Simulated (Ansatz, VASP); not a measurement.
## NbAl2F3 in VASP and in Ansatz

```
Al Nb F
1.0
     4.30722    0.00000    0.00000
    -2.15361    3.73016    0.00000
     0.00000    0.00000    5.53126
Al Nb F
2 1 3
Direct
  0.33333 0.66667 0.50000
  0.00000 0.00000 0.50000
  0.00000 0.00000 0.00000
  0.33333 0.66667 0.14817
  0.33333 0.66667 0.85183
  0.66667 0.33333 0.00000
```

Alike in both runs: task single point; functional PBE; k mesh 6 × 6 × 4; occupations gaussian, width 0.1 eV; collinear spin.

|  | VASP | Ansatz |
| --- | --- | --- |
| version | VASP 6.6.1 | Ansatz 0.2.0 |
| potentials or method | VASP PAW PBE potentials, release 64 (Al, Nb_sv, F), cutoff 520 eV | scalar-relativistic, plane waves, PAW |
| valence electrons in the cell | 40 | 40 |

|  | VASP | Ansatz | Ansatz less VASP |
| --- | --- | --- | --- |
| gap on the k mesh at the Fermi level (eV) | none | none | - |
| pressure (GPa) | 9.2 | 9.4 | +0.21 |
| traceless stress, the component that is largest in VASP (GPa) | 23.83 | 23.72 | -0.110 |
| rms of the force components (eV/Å) | 3.876 | 3.889 | +0.0136 |
| net moment per atom (μB) | 0.21 | 0.21 | -0.002 |
| size of the moment on the site where the two differ most (μB) | 1.22 | 1.03 | -0.187 |

Site moments also hang on the region over which each program counts them. Atom by atom the forces differ by 0.014 eV/Å (rms over components). A gap of «none» marks a metal or a gap that the smearing closes. The functional is the same, so the differences come from potentials, cutoffs and numerics. Ansatz's warnings: no starting moments.
